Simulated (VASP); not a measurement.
# GaN in VASP: further runs

Runs on GaN. Level: PBE+D3(BJ). Tasks: single point.

Program: VASP 6.6.1. These are calculated values, not measurements. Logs are shortened: lines on timing, memory, paths and dates and some standing lists are left out, and cuts for length are marked.

### 1 The cell of the first run

The cell holds a slab with vacuum, 24 atoms: a = 6.393 Å, b = 5.209 Å, c = 25.684 Å, α = 90.00°, β = 90.00°, γ = 90.00°.

### 2 Single point, PBE+D3(BJ)

Input file INCAR:

```
SYSTEM = GaN
PREC = Accurate ; ENCUT = 520
EDIFF = 1E-7 ; ISMEAR = 0
SIGMA = 0.05 ; LREAL = Auto
LASPH = .TRUE. ; NELM = 80
ALGO = Normal ; ISIF = 2
LWAVE = .FALSE. ; LCHARG = .FALSE.
LDIPOL = .TRUE. ; IDIPOL = 3
DIPOL = 0.5 0.5 0.437 ; GGA = PE
IVDW = 12 ; NBANDS = 126
```

Input file KPOINTS:

```
regular mesh
0
G
  3 3 1
  0 0 0
```

Input file POSCAR:

```
GaN
1.0
    6.3931260411      0.0000000000      0.0000000000
    0.0000000000      5.2085710300      0.0000000000
    0.0000000000      0.0000000000     25.6835778214
Ga N
12 12
Direct
    0.5000000000      0.0008110332      0.3114830829
    0.0000000000      0.0008110332      0.3114830829
    0.7500000000      0.5008110332      0.3474114207
    0.2500000000      0.5008110332      0.3474114207
    0.7500000000      0.0008110332      0.4192680963
    0.2500000000      0.0008110332      0.4192680963
    0.0016920462      0.5021342832      0.4541428191
    0.4982105825      0.5018342024      0.4543099759
   -0.0061926990      0.0037779099      0.5278857470
    0.5067171003      0.0022765800      0.5280624467
    0.2480995946      0.5051998216      0.5655536917
    0.7497132670      0.4756624833      0.5523222408
    0.5000000000      0.6241889668      0.3114830829
    0.0000000000      0.6241889668      0.3114830829
    0.7500000000      0.1241889668      0.3474114207
    0.2500000000      0.1241889668      0.3474114207
    0.7500000000      0.6241889668      0.4192680963
    0.2500000000      0.6241889668      0.4192680963
    0.0011034622      0.1251452662      0.4542850084
    0.4990789118      0.1247077517      0.4543374710
    0.0020253089      0.6287066838      0.5274530724
    0.4965423210      0.6273908534      0.5277184648
    0.2508189496      0.1307822274      0.5600891113
    0.7502814197      0.1263130516      0.5617999365
```

Potentials or basis: VASP PAW PBE potentials, release 64 (Ga_d, N).

Command:

```bash
> cat potpaw_PBE.64/Ga_d/POTCAR potpaw_PBE.64/N/POTCAR > POTCAR
> mpirun -np 1 vasp_std > vasp.out
```

OUTCAR:

```text
SYSTEM = GaN
   PREC = Accurate
   ENCUT = 520
   EDIFF = 1E-7
   ISMEAR = 0
   LREAL = Auto
   LASPH = .TRUE.
   NELM = 80
   ISIF = 2
   GGA = PE
   IVDW = 12
 IVDW          = 12

 ion  position               nearest neighbor table
   1  0.500  0.001  0.311-  15 1.95  16 1.95  13 1.96
   2  0.000  0.001  0.311-  15 1.95  16 1.95  14 1.96
   3  0.750  0.501  0.347-  17 1.95  14 1.95  13 1.95  15 1.96
   4  0.250  0.501  0.347-  18 1.95  14 1.95  13 1.95  16 1.96
   5  0.750  0.001  0.419-  20 1.95  19 1.95  15 1.95  17 1.96
   6  0.250  0.001  0.419-  19 1.94  20 1.94  16 1.95  18 1.96
   7  0.002  0.502  0.454-  18 1.93  17 1.95  19 1.96  21 1.99
   8  0.498  0.502  0.454-  18 1.93  17 1.95  20 1.96  22 2.00
   9  0.994  0.004  0.528-  24 1.89  21 1.95  23 1.95  19 1.99
  10  0.507  0.002  0.528-  24 1.90  23 1.95  22 1.95  20 2.00
  11  0.248  0.505  0.566-  23 1.96  21 1.96  22 1.97
  12  0.750  0.476  0.552-  24 1.84  22 1.91  21 1.91
  13  0.500  0.624  0.311-   3 1.95   4 1.95   1 1.96
  14  0.000  0.624  0.311-   3 1.95   4 1.95   2 1.96
  15  0.750  0.124  0.347-   5 1.95   2 1.95   1 1.95   3 1.96
  16  0.250  0.124  0.347-   6 1.95   2 1.95   1 1.95   4 1.96
  17  0.750  0.624  0.419-   7 1.95   8 1.95   3 1.95   5 1.96
  18  0.250  0.624  0.419-   7 1.93   8 1.93   4 1.95   6 1.96
  19  0.001  0.125  0.454-   6 1.94   5 1.95   7 1.96   9 1.99
  20  0.499  0.125  0.454-   6 1.94   5 1.95   8 1.96  10 2.00
  21  0.002  0.629  0.527-  12 1.91   9 1.95  11 1.96   7 1.99
  22  0.497  0.627  0.528-  12 1.91  10 1.95  11 1.97   8 2.00
  23  0.251  0.131  0.560-  10 1.95   9 1.95  11 1.96
  24  0.750  0.126  0.562-  12 1.84   9 1.89  10 1.90

  LATTYP: Found a simple orthorhombic cell.
 ALAT       =     5.2085710300
 B/A-ratio  =     1.2274241830
 C/A-ratio  =     4.9310219009

  Lattice vectors:

 A1 = (   0.0000000000,  -5.2085710300,   0.0000000000)
 A2 = (   6.3931260411,   0.0000000000,   0.0000000000)
 A3 = (   0.0000000000,   0.0000000000,  25.6835778214)

Analysis of symmetry for initial positions (statically):
=====================================================================
 Subroutine PRICEL returns:
 Original cell was already a primitive cell.

 Routine SETGRP: Setting up the symmetry group for a
 simple orthorhombic supercell.

 Subroutine GETGRP returns: Found  1 space group operations
 (whereof  1 operations were pure point group operations)
 out of a pool of  8 trial point group operations.

The static configuration has the point symmetry C_1 .

Analysis of symmetry for dynamics (positions and initial velocities):
=====================================================================
 Subroutine PRICEL returns:
 Original cell was already a primitive cell.

 Routine SETGRP: Setting up the symmetry group for a
 simple orthorhombic supercell.

 Subroutine GETGRP returns: Found  1 space group operations
 (whereof  1 operations were pure point group operations)
 out of a pool of  8 trial point group operations.

The dynamic configuration has the point symmetry C_1 .

 Subroutine INISYM returns: Found  1 space group operations
 (whereof  1 operations are pure point group operations),
 and found     1 'primitive' translations

----------------------------------------------------------------------------------------

                                     Primitive cell

  volume of cell :     855.2388

  direct lattice vectors                    reciprocal lattice vectors
     6.393126041  0.000000000  0.000000000     0.156418002  0.000000000  0.000000000
     0.000000000  5.208571030  0.000000000     0.000000000  0.191991238  0.000000000
     0.000000000  0.000000000 25.683577821     0.000000000  0.000000000  0.038935385

  length of vectors
     6.393126041  5.208571030 25.683577821     0.156418002  0.191991238  0.038935385

  position of ions in fractional coordinates (direct lattice)
     0.500000000  0.000811033  0.311483083
     0.000000000  0.000811033  0.311483083
     0.750000000  0.500811033  0.347411421
     0.250000000  0.500811033  0.347411421
     0.750000000  0.000811033  0.419268096
     0.250000000  0.000811033  0.419268096
[... 16 lines left out ...]
     0.250818950  0.130782227  0.560089111
     0.750281420  0.126313052  0.561799937

  ion indices of the primitive-cell ions
   primitive index   ion index
                 1           1
                 2           2
                 3           3
                 4           4
                 5           5
                 6           6
[... 16 lines left out ...]
                23          23
                24          24

----------------------------------------------------------------------------------------

 KPOINTS: regular mesh

Automatic generation of k-mesh.
 Grid dimensions read from file:
 generate k-points for:    3    3    1

 Generating k-lattice:

  Cartesian coordinates                     Fractional coordinates (reciprocal lattice)
     0.052139334  0.000000000  0.000000000     0.333333333  0.000000000  0.000000000
     0.000000000  0.063997079  0.000000000     0.000000000  0.333333333  0.000000000
     0.000000000  0.000000000  0.038935385     0.000000000  0.000000000  1.000000000

  Length of vectors
     0.052139334  0.063997079  0.038935385

  Shift w.r.t. Gamma in fractional coordinates (k-lattice)
     0.000000000  0.000000000  0.000000000

 Subroutine IBZKPT returns following result:
 ===========================================

 Found      5 irreducible k-points:

 Following reciprocal coordinates:
            Coordinates               Weight
  0.000000  0.000000  0.000000      1.000000
  0.333333  0.000000  0.000000      2.000000
  0.000000  0.333333  0.000000      2.000000
  0.333333  0.333333  0.000000      2.000000
 -0.333333  0.333333  0.000000      2.000000
   k-points           NKPTS =      5   k-points in BZ     NKDIM =      5   number of bands    NBANDS=    126
   number of dos      NEDOS =    301   number of ions     NIONS =     24
   total plane-waves  NPLWV = 368640
   dimension x,y,z NGX =    48 NGY =   40 NGZ =  192
   dimension x,y,z NGXF=    96 NGYF=   80 NGZF=  384
   ions per type =              12  12
   NGX,Y,Z   is equivalent  to a cutoff of  12.48, 12.77, 12.43 a.u.
   NGXF,Y,Z  is equivalent  to a cutoff of  24.96, 25.53, 24.86 a.u.
 SYSTEM =  GaN
   PREC   = accura    normal or accurate (medium, high low for compatibility)
   ISTART =      0    job   : 0-new  1-cont  2-samecut
   ICHARG =      2    charge: 1-file 2-atom 10-const
   ISPIN  =      1    spin polarized calculation?
   LNONCOLLINEAR =      F non collinear calculations
   LSORBIT =      F    spin-orbit coupling
   LASPH  =      T    aspherical Exc in radial PAW
   ENCUT  =  520.0 eV  38.22 Ry    6.18 a.u.  11.89  9.68 47.75*2*pi/ulx,y,z
   NELM   =     80;   NELMIN=  2; NELMDL= -5     # of ELM steps
   EDIFF  = 0.1E-06   stopping-criterion for ELM
   LREAL  =      T    real-space projection
   EDIFFG = 0.1E-05   stopping-criterion for IOM
   NSW    =      0    number of steps for IOM
   IBRION =     -1    ionic relax: 0-MD 1-quasi-New 2-CG
   NFREE  =      0    steps in history (QN), initial steepest desc. (CG)
   ISIF   =      2    stress and relaxation
   ISYM   =      2    0-nonsym 1-usesym 2-fastsym
   POTIM  = 0.5000    time-step for ionic-motion
   TEBEG  =    0.0;   TEEND  =   0.0 temperature during run
   PSTRESS=    0.0 pullay stress
   NELECT =     216.0000    total number of electrons
   NUPDOWN=      -1.0000    fix difference up-down
   EMIN   =  10.00;   EMAX   =-10.00  energy-range for DOS
   EFERMI =   0.00;   METHOD = LEGACY
   ISMEAR =     0;   SIGMA  =   0.05  broadening in eV -4-tet -1-fermi 0-gaus
   EFERMI_NEDOS =   21; number of points for ismear=-14 and -15
   IALGO  =     38    algorithm
   IMIX   =      4    mixing-type and parameters
     AMIX     =   0.40;   BMIX     =  1.00
     AMIX_MAG =   1.60;   BMIX_MAG =  1.00
  volume/ion in A,a.u.               =      35.63       240.48
  Fermi-wavevector in a.u.,A,eV,Ry     =   1.034817  1.955521 14.569752  1.070847
  Thomas-Fermi vector in A             =   2.169131
   LORBIT       =      0    0 simple, 1 ext, 2 COOP (PROOUT), +10 PAW based schemes
   GGA     = PE    functional components
   LHFCALC =     F    Hartree Fock is set to
   AEXX    =    0.0000 exact exchange contribution
   IVDW    =    12    specifies the selected vdW correction
   LEPSILON=     F    determine dielectric tensor
   LRPA    =     F    only Hartree local field effects (RPA)
 non-spin polarized calculation
 Gauss-broadening in eV      SIGMA  =   0.05
  energy-cutoff  :      520.00
  volume of cell :      855.24
 maximum number of plane-waves:     23067
   NGX = 23   NGY = 19   NGZ = 95

 dipolmoment           0.000000      0.000000      0.000250 electrons x Angstroem

 number of electron     215.9999968 magnetization

 dipolmoment           0.000000      0.000000     -0.008433 electrons x Angstroem

 Free energy of the ion-electron system (eV)
  ---------------------------------------------------
  ext. energy  EPLUGINS =         0.00000000
  ---------------------------------------------------
  free energy    TOTEN  =      -137.73103049 eV

  energy without entropy =     -137.73103049  energy(sigma->0) =     -137.73103049

 E-fermi :  -1.3644     XC(G=0):  -4.3821

 val. band max:       -1.6063537860   @ k =   0.0000   0.0000   0.0000
 cond. band min:      -1.1400498847   @ k =   0.0000   0.0000   0.0000
 fundamental gap:      0.4663039013
 Fermi energy:        -1.3643972040

 k-point     1 :       0.0000    0.0000    0.0000
  band No.  band energies     occupation
      1     -17.8595      2.00000
      2     -17.5589      2.00000
      3     -17.3444      2.00000
      4     -17.3397      2.00000
      5     -17.2494      2.00000
      6     -17.0294      2.00000
[... 112 lines left out ...]
    119       3.5320      0.00000
    120       3.6159      0.00000

 k-point     2 :       0.3333    0.0000    0.0000
  band No.  band energies     occupation
      1     -17.7169      2.00000
      2     -17.4966      2.00000
      3     -17.4451      2.00000
      4     -17.3611      2.00000
      5     -17.1886      2.00000
      6     -17.0782      2.00000
[... 112 lines left out ...]
    119       3.9057      0.00000
    120       3.9705      0.00000

 k-point     3 :       0.0000    0.3333    0.0000
  band No.  band energies     occupation
      1     -17.6545      2.00000
      2     -17.4908      2.00000
      3     -17.3097      2.00000
      4     -17.2937      2.00000
      5     -17.2040      2.00000
      6     -17.0424      2.00000
[... 112 lines left out ...]
    119       3.5083      0.00000
    120       3.6284      0.00000

 k-point     4 :       0.3333    0.3333    0.0000
  band No.  band energies     occupation
      1     -17.5507      2.00000
      2     -17.4300      2.00000
      3     -17.3702      2.00000
      4     -17.3246      2.00000
      5     -17.1480      2.00000
      6     -17.0480      2.00000
[... 112 lines left out ...]
    119       3.9368      0.00000
    120       4.0035      0.00000

 k-point     5 :      -0.3333    0.3333    0.0000
  band No.  band energies     occupation
      1     -17.5508      2.00000
      2     -17.4300      2.00000
      3     -17.3701      2.00000
      4     -17.3245      2.00000
      5     -17.1481      2.00000
      6     -17.0479      2.00000
[... 112 lines left out ...]
    119       3.9367      0.00000
    120       4.0055      0.00000
 [bands above 120 left out]

------------------------ aborting loop because EDIFF is reached ----------------------------------------

 vacuum level on the upper side and lower side of the slab       (xc-potential included)        -0.075        -0.032

 Edisp (eV)   -4.49653

 E8    (eV) :    -1.8826

  FORCE on cell =-STRESS in cart. coord.  units (eV):
  Direction    XX          YY          ZZ          XY          YZ          ZX
  --------------------------------------------------------------------------------------
  -------------------------------------------------------------------------------------
  Total       2.06456    -9.46294    -0.99825    -0.01057     0.48072     0.01464
  in kB       3.86768   -17.72758    -1.87009    -0.01979     0.90056     0.02742
  external pressure =       -5.24 kB  Pullay stress =        0.00 kB

 VOLUME and BASIS-vectors are now :
 -----------------------------------------------------------------------------
  energy-cutoff  :      520.00
  volume of cell :      855.24
      direct lattice vectors                 reciprocal lattice vectors
     6.393126041  0.000000000  0.000000000     0.156418002  0.000000000  0.000000000
     0.000000000  5.208571030  0.000000000     0.000000000  0.191991238  0.000000000
     0.000000000  0.000000000 25.683577821     0.000000000  0.000000000  0.038935385

 POSITION                                       TOTAL-FORCE (eV/Angst)
 -----------------------------------------------------------------------------------
      3.19656      0.00422      8.00000        -0.002712     -1.998025      1.482489
      0.00000      0.00422      8.00000         0.002584     -1.997360      1.481833
      4.79484      2.60851      8.92277        -0.003595      1.071717     -1.577847
      1.59828      2.60851      8.92277         0.002972      1.096650     -1.546097
      4.79484      0.00422     10.76830        -0.002356     -0.228964      0.334838
      1.59828      0.00422     10.76830         0.015775     -0.323010      0.386854
[... 16 lines left out ...]
      1.60352      0.68119     14.38509        -0.102387      0.605548      0.026822
      4.79664      0.65791     14.42903         0.009653      0.081588     -0.034293
 -----------------------------------------------------------------------------------
    total drift:                               -0.001337     -0.012330      0.008706

  FREE ENERGIE OF THE ION-ELECTRON SYSTEM (eV)
  ---------------------------------------------------
  free  energy   TOTEN  =      -142.2275632732 eV

  energy  without entropy=     -142.2275632732  energy(sigma->0) =     -142.22756327

 vacuum level on the upper side and lower side of the slab         3.354         3.398
```

Run time: 28 min. Hardware: 1 thread of Intel Xeon Platinum 8259CL at 2.50GHz (Skylake/Cascade Lake), shared host; peak memory 0.91 GiB.

What came out:

* Free energy: -142.2276 eV
* Largest force: 2.677 eV/Å
* Band gap on the k mesh: 0.47 eV
* Dispersion energy per atom: -0.187 eV

Forces on the atoms (eV/Å):
```
Ga  -0.003 -1.998  1.482
Ga   0.003 -1.997  1.482
Ga  -0.004  1.072 -1.578
Ga   0.003  1.097 -1.546
Ga  -0.002 -0.229  0.335
Ga   0.016 -0.323  0.387
Ga   0.152 -0.295 -0.104
Ga  -0.157 -0.290 -0.116
Ga   0.844  0.682  0.765
Ga  -0.815  0.721  0.718
Ga   0.107 -1.905 -1.878
Ga  -0.032 -0.365 -0.047
N    0.007  0.665  0.354
N   -0.007  0.664  0.356
N    0.001  0.524 -1.184
N    0.000  0.524 -1.196
N   -0.018  0.077  0.822
N    0.012  0.138  0.529
N   -0.192 -0.014 -0.357
N    0.182 -0.014 -0.339
N    0.004  0.265  0.572
N   -0.009  0.313  0.550
N   -0.102  0.606  0.027
N    0.010  0.082 -0.034
```

Levels at points of the mesh, in eV from the valence-band top:
| k point | band 106 | band 107 | band 108 | band 109 | band 110 | band 111 |
| --- | --- | --- | --- | --- | --- | --- |
| (0.00, 0.00, 0.00) | -0.30 | -0.22 | 0.00 | 0.47 | 1.41 | 1.92 |

Caveat: semilocal functionals underestimate gaps, and a narrow one can read as zero.

### 3 Single point, PBE+D3(BJ)

This run uses another cell than the first one.

Input file INCAR:

```
ALGO = Normal ; DIPOL = 0.5 0.5 0.418
EDIFF = 1E-6 ; ENCUT = 520
GGA = PE ; GGA_COMPAT = F
IDIPOL = 3 ; ISIF = 2
ISMEAR = 0 ; IVDW = 12
LASPH = T ; LCHARG = T
LDIPOL = T ; LELF = T
LREAL = F ; LVACPOTAV = T
LVHAR = T ; LWAVE = F
NBANDS = 126 ; NELM = 120
NELMDL = -8 ; PREC = Accurate
SIGMA = 0.05
```

Input file KPOINTS:

```
k-points
0
Gamma
  3 3 1
```

Input file POSCAR:

```
GaN
1.0
    6.3931260417      0.0000000000      0.0000000000
    0.0000000000      5.2085710379      0.0000000000
    0.0000000000      0.0000000000     26.8433778220
Ga N
12 12
Direct
    0.5000000000      0.0008110330      0.2980250866
    0.0000000000      0.0008110330      0.2980250866
    0.7500000000      0.5008110330      0.3324010979
    0.2500000000      0.5008110330      0.3324010979
    0.7500000000      0.0008110330      0.4011531206
    0.2500000000      0.0008110330      0.4011531206
    0.0020999033      0.5026566570      0.4350125576
    0.4978196779      0.5026387739      0.4350703034
   -0.0075255616      0.0052106248      0.5042903132
    0.5081318188      0.0049236191      0.5043138017
    0.2491071264      0.5077243607      0.5439096717
    0.7498999465      0.4781614230      0.5290916733
    0.5000000000      0.6241889670      0.2980250866
    0.0000000000      0.6241889670      0.2980250866
    0.7500000000      0.1241889670      0.3324010979
    0.2500000000      0.1241889670      0.3324010979
    0.7500000000      0.6241889670      0.4011531206
    0.2500000000      0.6241889670      0.4011531206
    0.0008509650      0.1258058404      0.4341346329
    0.4992156870      0.1257284689      0.4341544778
    0.0036848300      0.6288334667      0.5056076479
    0.4958116574      0.6286022215      0.5057500004
    0.2505625550      0.1368922509      0.5345576859
    0.7502831512      0.1283057538      0.5367476145
```

Potentials or basis: VASP PAW PBE potentials, release 64 (Ga_d, N).

Command:

```bash
> cat potpaw_PBE.64/Ga_d/POTCAR potpaw_PBE.64/N/POTCAR > POTCAR
> mpirun -np 1 vasp_std > vasp.out
```

Run time: 59 min. Hardware: 1 thread of Intel Xeon 8259CL, shared host; peak memory 0.99 GiB.

Results (log left out):

* Free energy: -142.0387 eV
* Largest force: 2.872 eV/Å
* Band gap on the k mesh: 0.42 eV
* Dispersion energy per atom: -0.187 eV

Forces on the atoms (eV/Å):
```
Ga  -0.002 -1.992  1.491
Ga   0.002 -1.992  1.491
Ga  -0.001  1.063 -1.560
Ga   0.001  1.090 -1.531
Ga   0.000 -0.257  0.198
Ga   0.005 -0.343  0.288
Ga   0.151 -0.246 -0.059
Ga  -0.149 -0.243 -0.051
Ga   0.999  0.580  0.937
Ga  -0.993  0.575  0.933
Ga   0.059 -1.718 -2.301
Ga  -0.017 -0.285 -0.143
N    0.007  0.665  0.354
N   -0.007  0.665  0.355
N    0.000  0.522 -1.207
N    0.000  0.522 -1.218
N   -0.007  0.087  0.932
N    0.002  0.153  0.596
N   -0.156 -0.016 -0.267
N    0.155 -0.016 -0.268
N   -0.036  0.366  0.447
N    0.032  0.371  0.427
N   -0.051  0.390  0.100
N    0.006  0.059  0.057
```

Levels at points of the mesh, in eV from the valence-band top:
```csv
k point,band 105,band 106,band 107,band 108,band 109,band 110,band 111,band 112
"(0.00, 0.00, 0.00)",-0.43,-0.27,-0.18,0.00,0.42,1.36,1.92,2.56
```

Caveat: semilocal functionals underestimate gaps, and a narrow one can read as zero.
